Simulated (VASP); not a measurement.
Set up this calculation in VASP 6.6.1, as the native input.

| Property | Result |
| --- | --- |
| Task | single point |
| Functional | LDA |
| Potentials or basis | VASP PAW LDA potentials, release 64 (W_sv, N) |
| Cutoff | 520 eV |
| k mesh | 10 × 10 × 10 |
| Occupations | gaussian, width 0.1 eV |
| Spin | no spin polarisation |
| Dipole correction | no |
| Further INCAR settings | ALGO = Normal; EDIFF = 1e-06; NBANDS = 40 |

The structure of W3N4 lies in POSCAR:

```
W3N4
1.0
    4.1556655820      0.0000000000      0.0000000000
    0.0000000000      4.1556655820      0.0000000000
    0.0000000000      0.0000000000      4.1556655820
W N
3 4
Direct
    0.5000000000      0.5000000000      0.0000000000
    0.0000000000      0.5000000000      0.5000000000
    0.5000000000      0.0000000000      0.5000000000
    0.5000000000      0.5000000000      0.5000000000
    0.5000000000      0.0000000000      0.0000000000
    0.0000000000      0.5000000000      0.0000000000
    0.0000000000      0.0000000000      0.5000000000
```

These files were run (other wordings do the same):

INCAR

```
SYSTEM = W3N4
PREC = Accurate ; ENCUT = 520
EDIFF = 1E-6 ; ISMEAR = 0
SIGMA = 0.1 ; LREAL = .FALSE.
LASPH = .TRUE. ; NELM = 100
ALGO = Normal ; ISIF = 2
LWAVE = .FALSE. ; LCHARG = .FALSE.
GGA = CA ; NBANDS = 40
```

KPOINTS

```
Automatic mesh
0
G
  10 10 10
  0 0 0
```

Potentials or basis: VASP PAW LDA potentials, release 64 (W_sv, N).

Launch:

```bash
$ cat potpaw_LDA.64/W_sv/POTCAR potpaw_LDA.64/N/POTCAR > POTCAR
$ mpirun -np 1 vasp_std > vasp.out
```

It gave:

The pressure is 3.0 GPa and the band gap on the k mesh is zero (bands 31 and 32 overlap by 2.61 eV).

Caveat: spin-orbit coupling is left out, which moves the levels of the heavy elements.

It took 47 s on 1 thread of Intel(R) Xeon(R) 6975P-C (Granite Rapids) (shared host), peak memory 0.23 GiB.
